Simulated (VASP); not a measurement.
# AlCu3 (P-4m2) in VASP: further runs

Runs on AlCu3. Level: LDA. Tasks: single point.

All numbers are computed with VASP 6.6.1; they aren't measurements. Logs are shortened: lines on timing, memory, paths and dates and some standing lists are left out, and cuts for length are marked.

### 1 The cell of the first run

Symmetry: P-4m2, No. 115, tetragonal system. The conventional cell has a = 3.499 Å, b = 3.499 Å, c = 3.499 Å, α = 90.00°, β = 90.00°, γ = 90.00°. Within 3.2 Å of Al (site symmetry -4m2) lie 12 Cu at 2.41 to 2.54 Å. Within 3.2 Å of Cu (site symmetry 2mm) lie 4 Al at 2.41 to 2.54 Å and 8 Cu at 2.41 to 2.54 Å. Cu (site symmetry -4m2) has 8 Cu at 2.41 to 2.54 Å and 4 Al at 2.47 Å within 3.2 Å.

### 2 Single point, LDA (atoms displaced along a vibrational mode, the cell strained)

Contents of INCAR:

```
SYSTEM = AlCu3
PREC = Accurate
ENCUT = 520
EDIFF = 1E-6
ISMEAR = 0
SIGMA = 0.15
LREAL = .False.
LASPH = .True.
NELM = 80
ALGO = Fast
ISIF = 2
LWAVE = .False.
LCHARG = .False.
GGA = CA
NBANDS = 26
```

Contents of KPOINTS:

```
Automatic mesh
0
Gamma
  12 12 12
  0 0 0
```

Contents of POSCAR:

```
AlCu3
1.0
    3.4993001882      0.0000000000      0.0000000000
    0.0000000000      3.4993001882      0.0000000000
    0.0000000000      0.0000000000      3.4993001882
Al Cu
1 3
Direct
    0.0000000000      0.0000000000      0.0000000000
    0.5000000000      0.4732517947      0.0000000000
    0.5000000000      0.0000000000      0.5000000000
    0.0000000000      0.5267482053      0.5000000000
```

Potentials or basis: VASP PAW LDA potentials, release 64 (Al, Cu).

Launch:

```sh
> cat potpaw_LDA.64/Al/POTCAR potpaw_LDA.64/Cu/POTCAR > POTCAR
> mpirun -np 1 vasp_std > vasp.out
```

OUTCAR:

```text
SYSTEM = AlCu3
   PREC = Accurate
   ENCUT = 520
   EDIFF = 1E-6
   ISMEAR = 0
   LREAL = .False.
   LASPH = .True.
   NELM = 80
   ISIF = 2
   GGA = CA

 ion  position               nearest neighbor table
   1  0.000  0.000  0.000-   2 2.41   4 2.41   4 2.41   2 2.41   3 2.47   3 2.47   3 2.47   3 2.47
                             4 2.54   4 2.54   2 2.54   2 2.54
   2  0.500  0.473  0.000-   1 2.41   3 2.41   3 2.41   1 2.41   4 2.48   4 2.48   4 2.48   4 2.48
                             1 2.54   3 2.54   1 2.54   3 2.54
   3  0.500  0.000  0.500-   2 2.41   4 2.41   2 2.41   4 2.41   1 2.47   1 2.47   1 2.47   1 2.47
                             4 2.54   4 2.54   2 2.54   2 2.54
   4  0.000  0.527  0.500-   1 2.41   3 2.41   1 2.41   3 2.41   2 2.48   2 2.48   2 2.48   2 2.48
                             1 2.54   3 2.54   1 2.54   3 2.54

  LATTYP: Found a simple cubic cell.
 ALAT       =     3.4993001882

  Lattice vectors:

 A1 = (   3.4993001882,   0.0000000000,   0.0000000000)
 A2 = (   0.0000000000,   3.4993001882,   0.0000000000)
 A3 = (   0.0000000000,   0.0000000000,   3.4993001882)

Analysis of symmetry for initial positions (statically):
=====================================================================
 Subroutine PRICEL returns:
 Original cell was already a primitive cell.

 Routine SETGRP: Setting up the symmetry group for a
 simple cubic supercell.

 Subroutine GETGRP returns: Found  8 space group operations
 (whereof  8 operations were pure point group operations)
 out of a pool of 48 trial point group operations.

The static configuration has the point symmetry D_2d.

Analysis of symmetry for dynamics (positions and initial velocities):
=====================================================================
 Subroutine PRICEL returns:
 Original cell was already a primitive cell.

 Routine SETGRP: Setting up the symmetry group for a
 simple cubic supercell.

 Subroutine GETGRP returns: Found  8 space group operations
 (whereof  8 operations were pure point group operations)
 out of a pool of 48 trial point group operations.

The dynamic configuration has the point symmetry D_2d.

 Subroutine INISYM returns: Found  8 space group operations
 (whereof  8 operations are pure point group operations),
 and found     1 'primitive' translations

----------------------------------------------------------------------------------------

                                     Primitive cell

  volume of cell :      42.8493

[... 95 lines left out ...]
   NSW    =      0    number of steps for IOM
   IBRION =     -1    ionic relax: 0-MD 1-quasi-New 2-CG
   NFREE  =      0    steps in history (QN), initial steepest desc. (CG)
   ISIF   =      2    stress and relaxation
   ISYM   =      2    0-nonsym 1-usesym 2-fastsym
   POTIM  = 0.5000    time-step for ionic-motion
   TEBEG  =    0.0;   TEEND  =   0.0 temperature during run
   PSTRESS=    0.0 pullay stress
   NELECT =      36.0000    total number of electrons
   NUPDOWN=      -1.0000    fix difference up-down
   EMIN   =  10.00;   EMAX   =-10.00  energy-range for DOS
   EFERMI =   0.00;   METHOD = LEGACY
   ISMEAR =     0;   SIGMA  =   0.15  broadening in eV -4-tet -1-fermi 0-gaus
   EFERMI_NEDOS =   21; number of points for ismear=-14 and -15
   IALGO  =     68    algorithm
   IMIX   =      4    mixing-type and parameters
     AMIX     =   0.40;   BMIX     =  1.00
     AMIX_MAG =   1.60;   BMIX_MAG =  1.00
  volume/ion in A,a.u.               =      10.71        72.29
  Fermi-wavevector in a.u.,A,eV,Ry     =   1.544760  2.919174 32.467375  2.386285
  Thomas-Fermi vector in A             =   2.650235
   LORBIT       =      0    0 simple, 1 ext, 2 COOP (PROOUT), +10 PAW based schemes
   GGA     = CA    functional components
   LHFCALC =     F    Hartree Fock is set to
   AEXX    =    0.0000 exact exchange contribution
   IVDW    =     0    specifies the selected vdW correction
   LEPSILON=     F    determine dielectric tensor
   LRPA    =     F    only Hartree local field effects (RPA)
 non-spin polarized calculation
 RMM-DIIS sequential band-by-band and
 Gauss-broadening in eV      SIGMA  =   0.15
  energy-cutoff  :      520.00
  volume of cell :       42.85
 maximum number of plane-waves:      1189
 NGX is ok and might be reduce to    28
   NGX = 13   NGY = 13   NGZ = 13

 number of electron      36.0000022 magnetization

 Free energy of the ion-electron system (eV)
  ---------------------------------------------------
  ext. energy  EPLUGINS =         0.00000000
  ---------------------------------------------------
  free energy    TOTEN  =       -18.86137292 eV

  energy without entropy =      -18.85060801  energy(sigma->0) =      -18.85599047

 E-fermi :  10.0681     XC(G=0): -13.2725

 val. band max:       10.0636778086   @ k =   0.1667   0.2500   0.1667
 cond. band min:      10.0921914256   @ k =   0.0833   0.0833   0.0000
 fundamental gap:      0.0285136170
 Fermi energy:        10.0681477341

 k-point     1 :       0.0000    0.0000    0.0000
  band No.  band energies     occupation
      1      -1.5218      2.00000
      2       3.8569      2.00000
      3       4.4899      2.00000
      4       4.5266      2.00000
      5       4.8083      2.00000
      6       4.8083      2.00000
[... 685 lines left out ...]
     25      20.2338      0.00000
     26      21.7664      0.00000

 [... further k-points ...]

------------------------ aborting loop because EDIFF is reached ----------------------------------------

  FORCE on cell =-STRESS in cart. coord.  units (eV):
  Direction    XX          YY          ZZ          XY          YZ          ZX
  --------------------------------------------------------------------------------------
  -------------------------------------------------------------------------------------
  Total        4.4845725      4.5247673      4.4845725     -0.0000000      0.0000000     -0.0000000
  in kB      167.6826118    169.1855376    167.6826118     -0.0000000      0.0000000     -0.0000000
  external PRESSURE =     168.1835871 kB  Pullay stress =       0.0000000 kB

 VOLUME and BASIS-vectors are now :
 -----------------------------------------------------------------------------
  energy-cutoff  :      520.00
  volume of cell :       42.85
      direct lattice vectors                 reciprocal lattice vectors
     3.499300188  0.000000000  0.000000000     0.285771425  0.000000000  0.000000000
     0.000000000  3.499300188  0.000000000     0.000000000  0.285771425  0.000000000
     0.000000000  0.000000000  3.499300188     0.000000000  0.000000000  0.285771425

 POSITION                                       TOTAL-FORCE (eV/Angst)
 -----------------------------------------------------------------------------------
      0.00000      0.00000      0.00000         0.000000      0.000000      0.000000
      1.74965      1.65605      0.00000         0.000000      0.869011     -0.000000
      1.74965      0.00000      1.74965        -0.000000      0.000000      0.000000
      0.00000      1.84325      1.74965         0.000000     -0.869011      0.000000
 -----------------------------------------------------------------------------------
    total drift:                                0.000000      0.000001      0.000000

  FREE ENERGIE OF THE ION-ELECTRON SYSTEM (eV)
  ---------------------------------------------------
  free  energy   TOTEN  =       -18.8613729236 eV

  energy  without entropy=      -18.8506080112  energy(sigma->0) =      -18.85599047
```

stdout:

```text
POSCAR found type information on POSCAR AlCu
 POSCAR found :  2 types and       4 ions
 scaLAPACK will be used
 LDA part: xc-table for (Slater(with rela. corr.)+CA(PZ))
 , standard interpolation
 POSCAR, INCAR and KPOINTS ok, starting setup
 FFT: planning ... GRIDC
 FFT: planning ... GRID_SOFT
 FFT: planning ... GRID
 WAVECAR not read
 entering main loop
```

It took 94 s on 1 thread of Intel Xeon 6975P-C (Granite Rapids), shared host; peak memory 0.27 GiB.

What came out:

```yaml
Free_energy: -18.8614 eV
Pressure: 16.8 GPa
Largest_force: 0.869 eV/Å
Band_gap_on_the_k_mesh: zero (bands 18 and 19 overlap by 6.02 eV)
```

Forces on the atoms (eV/Å):
```
Al   0.000  0.000  0.000
Cu   0.000  0.869  0.000
Cu   0.000  0.000  0.000
Cu   0.000 -0.869  0.000
```

Stress tensor (GPa, compression positive):
```
16.77  0.00  0.00
 0.00 16.92  0.00
 0.00  0.00 16.77
```

Levels at points of the mesh, in eV from the Fermi level:
```
           k point  band 15  band 16  band 17  band 18  band 19  band 20  band 21  band 22
(0.00, 0.00, 0.00)    -2.27    -2.27    -0.42    -0.42    -0.31     4.79     4.86     5.93
(0.50, 0.00, 0.00)    -3.21    -2.76    -2.27     4.00     4.03     4.08     4.19     5.17
(0.00, 0.50, 0.00)    -3.14    -2.78    -2.30     4.09     4.09     4.19     4.19     5.03
(0.50, 0.50, 0.00)    -3.19    -3.04    -2.60    -1.27    -1.26     6.67     6.77     7.18
(0.50, 0.00, 0.50)    -3.34    -3.03    -2.57    -1.29    -1.29     6.84     6.84     6.99
(0.50, 0.50, 0.50)    -3.19    -2.53    -2.48    -2.48    -1.73     1.86     2.07     2.08
```

Caveat: the cell differs from its parent crystal (atoms displaced along a vibrational mode, the cell strained); the cell stands under pressure.

(Continued in part 2 of 2.)
